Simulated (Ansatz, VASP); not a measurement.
## Au: VASP beside Ansatz

Contents of INCAR:

```
SYSTEM = Au
PREC = Accurate
ENCUT = 520
EDIFF = 1E-7
ISMEAR = -1
SIGMA = 0.05
LREAL = .False.
LASPH = .True.
NELM = 60
ALGO = Normal
ISIF = 2
LWAVE = .False.
LCHARG = .False.
GGA = B5
ALDAX = 1.0
AGGAX = 1.0
AGGAC = 1.0
ALDAC = 0.0
IVDW = 13
VDW_S6 = 1.0
VDW_S8 = 2.34076671
VDW_A1 = 0.44488865
VDW_A2 = 4.0933009
NBANDS = 12
```

Contents of KPOINTS:

```
regular mesh
0
Gamma
  11 11 11
  0 0 0
```

Contents of POSCAR:

```
Au
1.0
    0.0000000000      2.0749120936      2.0749120936
    2.0749120936      0.0000000000      2.0749120936
    2.0749120936      2.0749120936      0.0000000000
Au
1
Direct
    0.0000000000      0.0000000000      0.0000000000
```

Contents of input.yaml:

```yaml
crystal:
  lattice:
    - [0.0, 2.0749120936, 2.0749120936]
    - [2.0749120936, 0.0, 2.0749120936]
    - [2.0749120936, 2.0749120936, 0.0]
  atoms:
    - { symbol: Au, position: [0.0, 0.0, 0.0] }
hamiltonian:
  xc: blyp
  pseudopotentials: { kind: paw }
  dispersion: d4
kpoints:
  mp_grid: { grid: [11, 11, 11] }
scf:
  occupations: { method: fermi_dirac, width: 0.05 }
output:
  forces: true
  stress: true
  eigenvalues: true
  write_density: true
  write_potential: true
  elf: true
  volumetric_format: npy
```

Alike in both runs: task single point; functional BLYP; dispersion D4; k mesh 11 × 11 × 11; occupations fermi-dirac, width 0.05 eV; no spin polarisation.

```csv
,VASP,Ansatz
version,VASP 6.6.1,Ansatz 0.2.0
potentials or method,"VASP PAW PBE potentials, release 64 (Au)",Ansatz PAW
plane-wave cutoff (eV),520,420
valence electrons in the cell,11,19
```

Ansatz gave:

* gap on the k mesh at the Fermi level (eV): none
* pressure (GPa): 0.2

Estimate VASP's values.

gap on the k mesh at the Fermi level (eV): none; pressure (GPa): 0.8.

VASP's potentials were made for PBE, not for BLYP. A gap of «none» marks a metal or a gap that the smearing closes. VASP's potentials hold 11 valence electrons a cell and Ansatz's 19, so a difference there can come from the potentials and not from the codes.

Spin-orbit coupling is off throughout.
